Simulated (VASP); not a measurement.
Here is a VASP 6.6.1 calculation.

The input INCAR:

```
PREC = Accurate
ENCUT = 520
EDIFF = 1E-6
ISMEAR = 0
SIGMA = 0.1
LREAL = F
LASPH = T
NELM = 100
ALGO = Normal
ISIF = 2
LWAVE = F
LCHARG = F
GGA = PE
NBANDS = 20
```

KPOINTS

```
Automatic mesh
0
Gamma
  6 6 4
```

The input POSCAR:

```
Li4CF
1.0
    3.4978713500      0.0000000000      0.0000000000
    0.0000000000      3.4978713500      0.0000000000
    0.0000000000      0.0000000000      4.9467371100
Li C F
4 1 1
Direct
    0.5000000000      0.0000000000      0.2500000000
    0.0000000000      0.5000000000      0.7500000000
    0.5000000000      0.0000000000      0.7500000000
    0.0000000000      0.5000000000      0.2500000000
    0.0000000000      0.0000000000      0.0000000000
    0.5000000000      0.5000000000      0.5000000000
```

Potentials or basis: VASP PAW PBE potentials, release 64 (Li_sv, C, F).

Launch:

```bash
$ cat potpaw_PBE.64/Li_sv/POTCAR potpaw_PBE.64/C/POTCAR potpaw_PBE.64/F/POTCAR > POTCAR
$ mpirun -np 1 vasp_std > vasp.out
```

(1) What does it give for the largest force?

Results:

(1) 0.367 eV/Å.

Caveat: an odd number of electrons without spin polarisation forces a metal; a magnetic or distorted state may lie lower.
